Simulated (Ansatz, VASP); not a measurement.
## One calculation of TiO2, two programs

The input POSCAR:

```
TiO2
1.0
    5.3395083205      0.0000000000      0.0000000000
   -2.6697541603      4.6241498493      0.0000000000
    0.0000000000      0.0000000000      6.5450430676
Ti O
3 6
Direct
    0.4661652025      0.0000000000      0.3333333333
    0.0000000000      0.4661652025      0.6666666667
    0.5338347975      0.5338347975      0.0000000000
    0.4189423308      0.2717377456      0.2136010424
    0.7282622544      0.1472045851      0.5469343757
    0.8527954149      0.5810576692      0.8802677091
    0.2717377456      0.4189423308      0.7863989576
    0.1472045851      0.7282622544      0.4530656243
    0.5810576692      0.8527954149      0.1197322909
```

Contents of INCAR.step1:

```
SYSTEM = TiO2
ALGO = Normal ; EDIFF = 1E-4
ENCUT = 520 ; GGA = PE
ISMEAR = 0 ; LASPH = .True.
LCHARG = .False. ; LREAL = .False.
LWAVE = .True. ; NBANDS = 46
NELM = 80 ; PREC = Accurate
SIGMA = 0.05
```

File INCAR.step2:

```
SYSTEM = TiO2
ALGO = Normal ; EDIFF = 1E-7
ENCUT = 520 ; ISIF = 2
ISMEAR = 0 ; ISTART = 1
LASPH = .True. ; LCHARG = .False.
LMIXTAU = .True. ; LREAL = .False.
LWAVE = .False. ; METAGGA = R2SCAN
NBANDS = 46 ; NELM = 80
PREC = Accurate ; SIGMA = 0.05
```

Contents of KPOINTS:

```
k-points
0
Gamma
  6 6 4
  0 0 0
```

Input for Ansatz:

```yaml
crystal:
  lattice:
    - [5.3395083205, 0.0, 0.0]
    - [-2.6697541603, 4.6241498493, 0.0]
    - [0.0, 0.0, 6.5450430676]
  atoms:
    - { symbol: Ti, position: [0.4661652025, 0.0, 0.3333333333] }
    - { symbol: Ti, position: [0.0, 0.4661652025, 0.6666666667] }
    - { symbol: Ti, position: [0.5338347975, 0.5338347975, 0.0] }
    - { symbol: O, position: [0.4189423308, 0.2717377456, 0.2136010424] }
    - { symbol: O, position: [0.7282622544, 0.1472045851, 0.5469343757] }
    - { symbol: O, position: [0.8527954149, 0.5810576692, 0.8802677091] }
    - { symbol: O, position: [0.2717377456, 0.4189423308, 0.7863989576] }
    - { symbol: O, position: [0.1472045851, 0.7282622544, 0.4530656243] }
    - { symbol: O, position: [0.5810576692, 0.8527954149, 0.1197322909] }
basis:
  ecutwfc: 500
kpoints:
  mp_grid: { grid: [6, 6, 4] }
hamiltonian:
  xc: r2scan
scf:
  occupations: { method: gaussian, width: 0.05 }
output:
  forces: true
  stress: true
  eigenvalues: true
```

Change from the starting cell: strain -0.040 along x and y, +0.080 along z, atoms carried along.

Alike in both runs: task single point; functional r2SCAN; k mesh 6 × 6 × 4; occupations gaussian, width 0.05 eV; no spin polarisation.

|  | VASP | Ansatz |
| --- | --- | --- |
| version | VASP 6.6.1 | Ansatz 0.2.0 |
| potentials or method | VASP PAW PBE potentials, release 64 (Ti_sv, O), cutoff 520 eV | scalar-relativistic, plane waves, PAW |
| valence electrons in the cell | 72 | 72 |

|  | VASP | Ansatz | Ansatz less VASP |
| --- | --- | --- | --- |
| gap on the k mesh at the Fermi level (eV) | 3.92 | 3.93 | +0.006 |
| least direct gap on the mesh (eV) | 3.92 | 3.93 | +0.006 |
| pressure (GPa) | 0.8 | 0.0 | -0.75 |
| traceless stress, the component that is largest in VASP (GPa) | -4.15 | -4.16 | -0.010 |
| rms of the force components (eV/Å) | 0.491 | 0.451 | -0.0396 |

VASP's potentials were made for PBE, not for r2SCAN. Atom by atom the forces differ by 0.047 eV/Å (rms over components). With one functional, cell and mesh, what is left measures potentials, basis and numerics.
